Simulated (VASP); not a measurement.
# Si (a cell with a defect) in VASP: further runs

Runs on Si (a cell with a defect). Level: LDA. Tasks: single point, relaxation of the atoms.

Program: VASP 6.6.1. These are calculated values, not measurements. Logs are shortened: lines on timing, memory, paths and dates and some standing lists are left out, and cuts for length are marked.

### 1 The cell of the first run

The cell holds a defect, 15 atoms: a = 7.640 Å, b = 7.640 Å, c = 7.640 Å, α = 60.00°, β = 60.00°, γ = 60.00°.

### 2 Single point, LDA

INCAR reads:

```
PREC = Accurate
ENCUT = 520
EDIFF = 1E-6
ISMEAR = 0
SIGMA = 0.02
LREAL = Auto
LASPH = T
NELM = 80
ALGO = Normal
ISIF = 2
LWAVE = F
LCHARG = F
GGA = CA
NBANDS = 43
NELECT = 58.0
```

KPOINTS reads:

```
regular mesh
0
Gamma
  3 3 3
```

POSCAR reads:

```
Si
1.0
    0.0000000000      5.4019422852     -5.4019422852
    5.4019422852      5.4019422852      0.0000000000
    5.4019422852      0.0000000000     -5.4019422852
Si
15
Direct
    0.1975578035      0.1008140655      0.1008140655
    0.1275372860      0.6275372860      0.1173881421
    0.6008140655      0.1008140655      0.1008140655
    0.6008140655      0.6975578035      0.1008140655
    0.1275372860      0.1173881421      0.6275372860
    0.1275372860      0.6275372860      0.6275372860
    0.6008140655      0.1008140655      0.6975578035
    0.6173881421      0.6275372860      0.6275372860
    0.2412634059      0.7412634059      0.2587365941
    0.2412634059      0.2587365941      0.2587365941
    0.7587365941      0.7412634059      0.2587365941
    0.2500000000      0.7500000000      0.7500000000
    0.2412634059      0.2587365941      0.7412634059
    0.7587365941      0.7412634059      0.7412634059
    0.7587365941      0.2587365941      0.7412634059
```

Potentials or basis: VASP PAW LDA potentials, release 64 (Si).

Run with:

```
$ cat potpaw_LDA.64/Si/POTCAR > POTCAR
$ mpirun -np 1 vasp_std > vasp.out
```

OUTCAR:

```text
PREC = Accurate
   ENCUT = 520
   EDIFF = 1E-6
   ISMEAR = 0
   LREAL = Auto
   LASPH = T
   NELM = 80
   ISIF = 2
   GGA = CA
   NELECT = 58.0

 ion  position               nearest neighbor table
   1  0.198  0.101  0.101-  10 2.30   9 2.30  13 2.30   3 3.08   4 3.08   7 3.08
   2  0.128  0.628  0.117-  12 2.29   9 2.30  11 2.30  10 2.30
   3  0.601  0.101  0.101-  10 2.30  11 2.30  15 2.30   1 3.08   4 3.08   7 3.08
   4  0.601  0.698  0.101-  11 2.30   9 2.30  14 2.30   1 3.08   3 3.08   7 3.08
   5  0.128  0.117  0.628-  12 2.29  13 2.30  10 2.30  15 2.30
   6  0.128  0.628  0.628-  12 2.29   9 2.30  13 2.30  14 2.30
   7  0.601  0.101  0.698-  15 2.30  14 2.30  13 2.30   1 3.08   3 3.08   4 3.08
   8  0.617  0.628  0.628-  12 2.29  14 2.30  11 2.30  15 2.30
   9  0.241  0.741  0.259-   1 2.30   4 2.30   2 2.30   6 2.30
  10  0.241  0.259  0.259-   1 2.30   3 2.30   2 2.30   5 2.30
  11  0.759  0.741  0.259-   4 2.30   3 2.30   2 2.30   8 2.30
  12  0.250  0.750  0.750-   6 2.29   5 2.29   2 2.29   8 2.29
  13  0.241  0.259  0.741-   1 2.30   7 2.30   5 2.30   6 2.30
  14  0.759  0.741  0.741-   4 2.30   7 2.30   8 2.30   6 2.30
  15  0.759  0.259  0.741-   7 2.30   3 2.30   5 2.30   8 2.30

  LATTYP: Found a face centered cubic cell.
 ALAT       =    10.8038845704

  Lattice vectors:

 A1 = (   0.0000000000,   5.4019422852,  -5.4019422852)
 A2 = (   5.4019422852,   5.4019422852,   0.0000000000)
 A3 = (   5.4019422852,   0.0000000000,  -5.4019422852)

Analysis of symmetry for initial positions (statically):
=====================================================================
 Subroutine PRICEL returns:
 Original cell was already a primitive cell.

 Routine SETGRP: Setting up the symmetry group for a
 face centered cubic supercell.

 Subroutine GETGRP returns: Found 24 space group operations
 (whereof  4 operations were pure point group operations)
 out of a pool of 48 trial point group operations.

The static configuration has the point symmetry C_2v.
 The point group associated with its full space group is T_d .

Analysis of symmetry for dynamics (positions and initial velocities):
=====================================================================
 Subroutine PRICEL returns:
 Original cell was already a primitive cell.

 Routine SETGRP: Setting up the symmetry group for a
 face centered cubic supercell.

 Subroutine GETGRP returns: Found 24 space group operations
 (whereof  4 operations were pure point group operations)
 out of a pool of 48 trial point group operations.

[... 123 lines left out ...]
   IALGO  =     38    algorithm
   IMIX   =      4    mixing-type and parameters
     AMIX     =   0.40;   BMIX     =  1.00
     AMIX_MAG =   1.60;   BMIX_MAG =  1.00
  volume/ion in A,a.u.               =      21.02       141.84
  Fermi-wavevector in a.u.,A,eV,Ry     =   0.931088  1.759502 11.795238  0.866926
  Thomas-Fermi vector in A             =   2.057545
   LORBIT       =      0    0 simple, 1 ext, 2 COOP (PROOUT), +10 PAW based schemes
   GGA     = CA    functional components
   LHFCALC =     F    Hartree Fock is set to
   AEXX    =    0.0000 exact exchange contribution
   IVDW    =     0    specifies the selected vdW correction
   LEPSILON=     F    determine dielectric tensor
   LRPA    =     F    only Hartree local field effects (RPA)
 non-spin polarized calculation
 Gauss-broadening in eV      SIGMA  =   0.02
  energy-cutoff  :      520.00
  volume of cell :      315.27
 maximum number of plane-waves:      8492
 NGX is ok and might be reduce to    60
   NGX = 29   NGY = 29   NGZ = 29

 number of electron      57.9999999 magnetization

 Free energy of the ion-electron system (eV)
  ---------------------------------------------------
  ext. energy  EPLUGINS =         0.00000000
  ---------------------------------------------------
  free energy    TOTEN  =       -96.95484918 eV

  energy without entropy =      -96.95484918  energy(sigma->0) =      -96.95484918

 E-fermi :   4.5130     XC(G=0):  -9.1693

 val. band max:        4.4200841379   @ k =   0.0000   0.0000   0.0000
 cond. band min:       5.7064262999   @ k =   0.0000   0.0000   0.0000
 fundamental gap:      1.2863421619
 Fermi energy:         4.5129913108

 k-point     1 :       0.0000    0.0000    0.0000
  band No.  band energies     occupation
      1      -6.8896      2.00000
      2      -4.5754      2.00000
      3      -4.5754      2.00000
      4      -4.5754      2.00000
      5      -4.4402      2.00000
      6      -2.7647      2.00000
[... 165 lines left out ...]
     40       8.6955      0.00000
     41       8.8126      0.00000
 [bands above 41 left out]

------------------------ aborting loop because EDIFF is reached ----------------------------------------

  FORCE on cell =-STRESS in cart. coord.  units (eV):
  Direction    XX          YY          ZZ          XY          YZ          ZX
  --------------------------------------------------------------------------------------
  -------------------------------------------------------------------------------------
  Total      -14.0374688    -14.0374688    -14.0374688      0.0000000      0.0000000      0.0000000
  in kB      -71.3377766    -71.3377766    -71.3377766      0.0000000      0.0000000      0.0000000
  external PRESSURE =     -71.3377766 kB  Pullay stress =       0.0000000 kB

 VOLUME and BASIS-vectors are now :
 -----------------------------------------------------------------------------
  energy-cutoff  :      520.00
  volume of cell :      315.27
      direct lattice vectors                 reciprocal lattice vectors
     0.000000000  5.401942285 -5.401942285    -0.092559301  0.092559301 -0.092559301
     5.401942285  5.401942285  0.000000000     0.092559301  0.092559301  0.092559301
     5.401942285  0.000000000 -5.401942285     0.092559301 -0.092559301 -0.092559301

 POSITION                                       TOTAL-FORCE (eV/Angst)
 -----------------------------------------------------------------------------------
      1.08918      1.61179     -1.61179        -0.002284      0.002284     -0.002284
      4.02404      4.07887     -1.32307         0.001203     -0.001203     -0.001203
      1.08918      3.79015     -3.79015        -0.002284     -0.002284      0.002284
      4.31276      7.01373     -3.79015         0.002284      0.002284      0.002284
      4.02404      1.32307     -4.07887         0.001203      0.001203      0.001203
      6.77984      4.07887     -4.07887        -0.001203     -0.001203      0.001203
      4.31276      3.79015     -7.01373         0.002284     -0.002284     -0.002284
      6.77984      6.72502     -6.72502        -0.001203      0.001203     -0.001203
      5.40194      5.30755     -2.70097         0.000000     -0.000445     -0.000000
      2.79536      2.70097     -2.70097         0.000445     -0.000000     -0.000000
      5.40194      8.10291     -5.49633         0.000000     -0.000000     -0.000445
      8.10291      5.40194     -5.40194         0.000000     -0.000000     -0.000000
      5.40194      2.70097     -5.30755         0.000000     -0.000000      0.000445
      8.00852      8.10291     -8.10291        -0.000445     -0.000000     -0.000000
      5.40194      5.49633     -8.10291         0.000000      0.000445     -0.000000
 -----------------------------------------------------------------------------------
    total drift:                                0.000000      0.000000     -0.000000

  FREE ENERGIE OF THE ION-ELECTRON SYSTEM (eV)
  ---------------------------------------------------
  free  energy   TOTEN  =       -96.9548491810 eV

  energy  without entropy=      -96.9548491810  energy(sigma->0) =      -96.95484918
```

OSZICAR:

```text
N       E                     dE             d eps       ncg     rms          rms(c)
DAV:   1     0.135839309657E+03    0.13584E+03   -0.22108E+04   344   0.111E+03
DAV:   2    -0.854100536724E+02   -0.22125E+03   -0.21058E+03   426   0.167E+02
DAV:   3    -0.984750010055E+02   -0.13065E+02   -0.12896E+02   440   0.382E+01
DAV:   4    -0.988254057862E+02   -0.35040E+00   -0.34902E+00   448   0.746E+00
DAV:   5    -0.988338980174E+02   -0.84922E-02   -0.84893E-02   445   0.119E+00    0.144E+01
DAV:   6    -0.976536904860E+02    0.11802E+01   -0.82743E-01   456   0.268E+00    0.843E+00
DAV:   7    -0.969568309488E+02    0.69686E+00   -0.19505E+00   415   0.403E+00    0.794E-01
DAV:   8    -0.969547444174E+02    0.20865E-02   -0.17855E-01   440   0.152E+00    0.547E-01
DAV:   9    -0.969547966077E+02   -0.52190E-04   -0.69076E-03   442   0.295E-01    0.289E-01
DAV:  10    -0.969548224166E+02   -0.25809E-04   -0.42144E-04   456   0.711E-02    0.116E-01
DAV:  11    -0.969548672445E+02   -0.44828E-04   -0.15671E-04   384   0.427E-02    0.317E-02
DAV:  12    -0.969548506177E+02    0.16627E-04   -0.27291E-05   440   0.178E-02    0.171E-02
DAV:  13    -0.969548491917E+02    0.14260E-05   -0.16671E-05   456   0.125E-02    0.504E-03
DAV:  14    -0.969548491810E+02    0.10700E-07   -0.23381E-06   336   0.507E-03
   1 F= -.96954849E+02 E0= -.96954849E+02  d E =-.532619E-12
```

stdout:

```text
POSCAR found type information on POSCAR Si
 POSCAR found :  1 types and      15 ions
 scaLAPACK will be used
 LDA part: xc-table for (Slater(with rela. corr.)+CA(PZ))
 , standard interpolation
 POSCAR, INCAR and KPOINTS ok, starting setup
 FFT: planning ... GRIDC
 FFT: planning ... GRID_SOFT
 FFT: planning ... GRID
 WAVECAR not read
 entering main loop
 the old and the new charge density differ
 old charge density:    60.00000 new   58.00000
    0.144E+01
```

Wall time 45 s (1 thread of Intel Xeon 6975P-C (Granite Rapids), shared host); peak memory 0.34 GiB.

What came out:

| Property | Result |
| --- | --- |
| Free energy | -96.9548 eV |
| Largest force | 0.004 eV/Å |

Forces in eV/Å, atoms in the order of the input:
```
Si  -0.002  0.002 -0.002
Si   0.001 -0.001 -0.001
Si  -0.002 -0.002  0.002
Si   0.002  0.002  0.002
Si   0.001  0.001  0.001
Si  -0.001 -0.001  0.001
Si   0.002 -0.002 -0.002
Si  -0.001  0.001 -0.001
Si   0.000  0.000  0.000
Si   0.000  0.000  0.000
Si   0.000  0.000  0.000
Si   0.000  0.000  0.000
Si   0.000  0.000  0.000
Si   0.000  0.000  0.000
Si   0.000  0.000  0.000
```

Caveat: the cell carries a net charge on a neutralising background, which shifts energy and pressure; the cell is charged against a uniform background, so pressure and absolute levels hang on convention.

### 3 Single point, LDA

INCAR reads:

```
SYSTEM = Si
ALGO = Normal
EDIFF = 1E-6
ENCUT = 520
GGA = CA
ISIF = 2
ISMEAR = 0
LASPH = .TRUE.
LCHARG = .FALSE.
LREAL = Auto
LWAVE = .FALSE.
NBANDS = 43
NELECT = 58.0
NELM = 100
PREC = Accurate
SIGMA = 0.02
```

KPOINTS reads:

```
k-points
0
G
  3 3 3
  0 0 0
```

POSCAR reads:

```
Si
1.0
    0.0000000000      5.4019422852     -5.4019422852
    5.4019422852      5.4019422852      0.0000000000
    5.4019422852      0.0000000000     -5.4019422852
Si
15
Direct
    0.1975578308      0.1008141093      0.1008141093
    0.1275372752      0.6275372488      0.1173881479
    0.6008140829      0.1008141093      0.1008141093
    0.6008140829      0.6975578044      0.1008141093
    0.1275372752      0.1173881479      0.6275372488
    0.1275372752      0.6275372488      0.6275372488
    0.6008140829      0.1008141093      0.6975578044
    0.6173881215      0.6275372488      0.6275372488
    0.2412634070      0.7412633806      0.2587365666
    0.2412634070      0.2587365666      0.2587365666
    0.7587365402      0.7412633806      0.2587365666
    0.2499999868      0.7499999604      0.7499999604
    0.2412634070      0.2587365666      0.7412633806
    0.7587365402      0.7412633806      0.7412633806
    0.7587365402      0.2587365666      0.7412633806
```

Potentials or basis: VASP PAW LDA potentials, release 64 (Si).

Run with:

```
$ cat potpaw_LDA.64/Si/POTCAR > POTCAR
$ mpirun -np 1 vasp_std > vasp.out
```

It took 45 s on 1 thread of Intel Xeon 6975P-C (Granite Rapids), shared host; peak memory 0.34 GiB.

The run converged. Its results:

```
Free energy   : -96.9548 eV
Largest force : 0.004 eV/Å
```

Forces on the atoms (eV/Å):
```
Si  -0.002  0.002 -0.002
Si   0.001 -0.001 -0.001
Si  -0.002 -0.002  0.002
Si   0.002  0.002  0.002
Si   0.001  0.001  0.001
Si  -0.001 -0.001  0.001
Si   0.002 -0.002 -0.002
Si  -0.001  0.001 -0.001
Si   0.000  0.000  0.000
Si   0.000  0.000  0.000
Si   0.000  0.000  0.000
Si   0.000  0.000  0.000
Si   0.000  0.000  0.000
Si   0.000  0.000  0.000
Si   0.000  0.000  0.000
```

Levels at points of the mesh, in eV from the Fermi level:
| k point | band 26 | band 27 | band 28 | band 29 | band 30 | band 31 | band 32 | band 33 |
| --- | --- | --- | --- | --- | --- | --- | --- | --- |
| (0.00, 0.00, 0.00) | -0.18 | -0.09 | -0.09 | -0.09 | 1.19 | 1.45 | 1.45 | 1.45 |

Caveat: the cell carries a net charge on a neutralising background, which shifts energy and pressure; the cell is charged against a uniform background, so pressure and absolute levels hang on convention.

### 4 Single point, LDA

INCAR reads:

```
SYSTEM = Si
PREC     = Accurate       ! precision mode
ENCUT    = 520            ! plane-wave cutoff, eV
EDIFF    = 1E-6           ! SCF threshold, eV
ISMEAR   = 0              ! smearing method
SIGMA    = 0.02           ! smearing width, eV
LREAL    = Auto         
LASPH    = .True.         ! aspherical terms in the spheres
NELM     = 100            ! most SCF steps
ALGO     = Normal         ! electronic algorithm
ISIF     = 2              ! what is computed and relaxed
LWAVE    = .False.        ! write WAVECAR
LCHARG   = .False.        ! write CHGCAR
GGA      = CA             ! functional
NBANDS   = 43             ! bands
NELECT   = 58.0
```

KPOINTS reads:

```
Automatic mesh
0
Gamma
  3 3 3
  0 0 0
```

POSCAR reads:

```
Si
1.0
    0.0000000000      5.4019422852     -5.4019422852
    5.4019422852      5.4019422852      0.0000000000
    5.4019422852      0.0000000000     -5.4019422852
Si
15
Direct
   -0.3225580556      0.2741860097      0.2741860097
    0.1162633673      0.6337366857      0.1162633673
    0.6337366857      0.1162633673      0.1162633673
    0.6337365931      0.6337365931      0.1162634599
    0.1162633673      0.1162633673      0.6337366857
    0.1162634599      0.6337365931      0.6337365931
    0.6337365931      0.1162634599      0.6337365931
    0.6250000133      0.6250000133      0.6250000133
    0.2741860097      0.6774418916      0.2741860097
    0.2741860097      0.2741860097      0.2741860097
    0.7474626323      0.7474626323      0.2576121562
    0.2576121562      0.7474626323      0.7474626323
    0.2741860097      0.2741860097      0.6774418916
    0.7474626323      0.7474626323      0.7474626323
    0.7474626323      0.2576121562      0.7474626323
```

Run with:

```
$ cat potpaw_LDA.64/Si/POTCAR > POTCAR
$ mpirun -np 1 vasp_std > vasp.out
```

It took 39 s on 1 thread of Intel Xeon 6975P-C (Granite Rapids), shared host; peak memory 0.35 GiB.

Results (log left out):

* Free energy: -96.9548 eV
* Largest force: 0.005 eV/Å

Forces in eV/Å, atoms in the order of the input:
```
Si   0.003 -0.003  0.003
Si   0.000  0.000  0.002
Si  -0.002  0.000  0.000
Si   0.000  0.002  0.000
Si   0.000 -0.002  0.000
Si   0.002  0.000  0.000
Si   0.000  0.000 -0.002
Si   0.000  0.000  0.000
Si  -0.003 -0.003 -0.003
Si   0.003  0.003 -0.003
Si   0.000  0.000  0.000
Si   0.000  0.000  0.000
Si  -0.003  0.003  0.003
Si   0.000  0.000  0.000
Si   0.000  0.000  0.000
```

Levels at points of the mesh, in eV from the Fermi level:
```
           k point  band 26  band 27  band 28  band 29  band 30  band 31  band 32  band 33
(0.00, 0.00, 0.00)    -0.19    -0.11    -0.11    -0.11     1.18     1.43     1.43     1.43
```

Caveat: the cell carries a net charge on a neutralising background, which shifts energy and pressure; the cell is charged against a uniform background, so pressure and absolute levels hang on convention.

(Part 1 of 2 ends here.)
